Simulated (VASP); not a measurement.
Wanted: the native input for a VASP 6.6.1 run.

```
Task                   : single point
Functional             : PBE
Potentials or basis    : VASP PAW PBE potentials, release 64 (Na_pv, Au)
Cutoff                 : 520 eV
k mesh                 : 12 × 12 × 12
Occupations            : gaussian, width 0.02 eV
Spin                   : no spin polarisation
Dipole correction      : no
Further INCAR settings : ALGO = Normal; EDIFF = 1e-06; NBANDS = 16
```

The structure of NaAu lies in POSCAR:

```
NaAu
1.0
    2.1350307349      1.2326605695      3.4915403007
   -2.1350307349      1.2326605695      3.4915403007
    0.0000000000     -2.4653211390      3.4915403007
Na Au
1 1
Direct
    0.5000000000      0.5000000000      0.5000000000
    0.0000000000      0.0000000000      0.0000000000
```

These files were run (other wordings do the same):

INCAR

```
PREC     = Accurate       # precision mode
ENCUT    = 520            # plane-wave cutoff, eV
EDIFF    = 1E-6           # SCF threshold, eV
ISMEAR   = 0              # smearing method
SIGMA    = 0.02           # smearing width, eV
LREAL    = F              # projectors in reciprocal space
LASPH    = T              # aspherical terms in the spheres
NELM     = 100            # most SCF steps
ALGO     = Normal         # electronic algorithm
ISIF     = 2              # what is computed and relaxed
LWAVE    = F              # write WAVECAR
LCHARG   = F              # write CHGCAR
GGA      = PE             # functional
NBANDS   = 16             # bands
```

KPOINTS

```
Automatic mesh
0
Gamma
  12 12 12
```

Potentials or basis: VASP PAW PBE potentials, release 64 (Na_pv, Au).

Run with:

```bash
$ cat potpaw_PBE.64/Na_pv/POTCAR potpaw_PBE.64/Au/POTCAR > POTCAR
$ mpirun -np 1 vasp_std > vasp.out
```

Results of the run:

| Quantity | Value |
| --- | --- |
| Pressure | 0.0 GPa |
| Band gap on the k mesh | 1.11 eV, indirect (least direct gap 1.65 eV) |

Caveat: spin-orbit coupling is left out, which moves the levels of the heavy elements.

Wall time 84 s on 1 thread of Intel(R) Xeon(R) Platinum 8488C (Sapphire Rapids), with other jobs on the host, peak memory 0.3 GiB.
